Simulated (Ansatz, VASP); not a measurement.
# MgO: VASP beside Ansatz

INCAR

```
SYSTEM = MgO
ALGO = Normal
EDIFF = 1E-6
ENCUT = 520
GGA = CA
ISIF = 2
ISMEAR = 0
LASPH = .True.
LCHARG = .False.
LREAL = .False.
LWAVE = .False.
NBANDS = 11
NELM = 100
PREC = Accurate
SIGMA = 0.01
```

File KPOINTS:

```
k-points
0
Gamma
  7 7 6
  0 0 0
```

The input POSCAR:

```
MgO
1.0
    2.9116686253      0.0000000000      0.0000000000
   -1.4558343127      2.5215790397      0.0000000000
    0.0000000000      0.0000000000      2.6556457008
Mg O
1 1
Direct
    0.0000000000      0.0000000000      0.0000000000
    0.3333333333      0.6666666667      0.5000000000
```

Input for Ansatz:

```yaml
crystal:
  lattice:
    - [2.9116686253452175, 0.0, 0.0]
    - [-1.4558343126726088, 2.5215790397370923, 0.0]
    - [0.0, 0.0, 2.65564570083426]
  atoms:
    - { symbol: Mg, position: [0.0, 0.0, 0.0] }
    - { symbol: O, position: [0.3333333333333333, 0.6666666666666666, 0.5] }
accuracy: medium
basis:
  ecutwfc: 500.0
kpoints:
  mp_grid:
    grid: [7, 7, 6]
hamiltonian:
  xc: lda
scf:
  max_iter: 200
  convergence:
    dr2_threshold: 1.0e-06
  occupations:
    method: fixed
output:
  stress: true
```

Alike in both runs: task single point; functional LDA; k mesh 7 × 7 × 6; no spin polarisation.

|  | VASP | Ansatz |
| --- | --- | --- |
| version | VASP 6.6.1 | Ansatz 0.2.0 |
| potentials or method | VASP PAW LDA potentials, release 64 (Mg, O), cutoff 520 eV | plane waves, PAW |
| occupations | gaussian, width 0.01 eV | fixed |
| valence electrons in the cell | 8 | 16 |

Ansatz gave:

```
pressure (GPa)                                                : -5.9
traceless stress, the component that is largest in VASP (GPa) : -0.25
```

Problem. What did VASP give for the same quantities?

Solution. Pressure (GPa): -7.6; traceless stress, the component that is largest in VASP (GPa): -0.48.

LDA's correlation is that of Perdew and Zunger in VASP and of Perdew and Wang (1992) in Ansatz. VASP's potentials hold 8 valence electrons a cell and Ansatz's 16, so a difference there can come from the potentials and not from the codes. Ansatz's warnings: stress scf threshold loose.
